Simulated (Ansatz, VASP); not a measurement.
## Ru: VASP beside Ansatz

```xyz
2
Lattice="2.7870 0.0000 0.0000 -1.3935 2.4136 0.0000 0.0000 0.0000 4.3461" Properties=species:S:1:pos:R:3 pbc="T T T"
Ru    0.0000    1.6091    1.0865
Ru    1.3935    0.8045    3.2596
```

Change from the starting cell: strain +0.030 along x and y, +0.015 along z, atoms carried along.

Alike in both runs: task single point; functional PBEsol; k mesh 24 × 24 × 12; occupations gaussian, width 0.15 eV; no spin polarisation.

|  | VASP | Ansatz |
| --- | --- | --- |
| version | VASP 6.6.1 | Ansatz 0.2.0 |
| potentials or method | VASP PAW PBE potentials, release 64 (Ru_pv), cutoff 520 eV | scalar-relativistic, plane waves, PAW |
| valence electrons in the cell | 28 | 32 |

VASP gave:

* gap on the k mesh at the Fermi level (eV): none
* pressure (GPa): -25.7
* traceless stress, the component that is largest in VASP (GPa): 1.64

**Question.** Estimate Ansatz's values.

**Answer.** gap on the k mesh at the Fermi level (eV): none; pressure (GPa): -25.6; traceless stress, the component that is largest in VASP (GPa): 1.64.

VASP's potentials were made for PBE, not for PBEsol. A gap of «none» marks a metal or a gap that the smearing closes. VASP's potentials hold 28 valence electrons a cell and Ansatz's 32, so a difference there can come from the potentials and not from the codes.
